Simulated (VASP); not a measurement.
A run of VASP 6.6.1 is set up as follows.

POSCAR

```
ZnS
1.0
    0.0000000000      2.6940858329      2.6940858329
    2.6940858329      0.0000000000      2.6940858329
    2.6940858329      2.6940858329      0.0000000000
Zn S
1 1
Direct
    0.0000000000      0.0000000000      0.0000000000
    0.2500000000      0.2500000000      0.2500000000
```

INCAR.step1

```
PREC     = Accurate       # precision mode
ENCUT    = 520            # plane-wave cutoff, eV
ISMEAR   = 0              # smearing method
SIGMA    = 0.01           # smearing width, eV
LREAL    = False          # projectors in reciprocal space
LASPH    = True           # aspherical terms in the spheres
NELM     = 100            # most SCF steps
NBANDS   = 16             # bands
GGA      = PE             # functional
ALGO     = Normal         # electronic algorithm
EDIFF    = 1E-4           # SCF threshold, eV
LWAVE    = True           # write WAVECAR
LCHARG   = False          # write CHGCAR
```

The input INCAR.step2:

```
PREC     = Accurate       # precision mode
ENCUT    = 520            # plane-wave cutoff, eV
EDIFF    = 1E-7           # SCF threshold, eV
ISMEAR   = 0              # smearing method
SIGMA    = 0.01           # smearing width, eV
LREAL    = False          # projectors in reciprocal space
LASPH    = True           # aspherical terms in the spheres
NELM     = 100            # most SCF steps
ALGO     = Normal         # electronic algorithm
ISIF     = 2              # what is computed and relaxed
LWAVE    = False          # write WAVECAR
LCHARG   = False          # write CHGCAR
METAGGA  = R2SCAN         # meta-GGA
LMIXTAU  = True         
NBANDS   = 16             # bands
ISTART   = 1
```

File KPOINTS:

```
Automatic mesh
0
Gamma
  8 8 8
```

Potentials or basis: VASP PAW PBE potentials, release 64 (Zn, S).

Launch:

```console
$ cat potpaw_PBE.64/Zn/POTCAR potpaw_PBE.64/S/POTCAR > POTCAR
$ cp INCAR.step1 INCAR
$ mpirun -np 1 vasp_std > vasp.out
$ cp INCAR.step2 INCAR
$ mpirun -np 1 vasp_std > vasp.out
```

(1) Estimate the pressure.

(2) Predict the band gap on the k mesh.

## Answers

(1) 0.1 GPa.

(2) 2.72 eV, direct.

Caveat: the PAW data sets were made with another functional, which shifts forces and pressure a little.
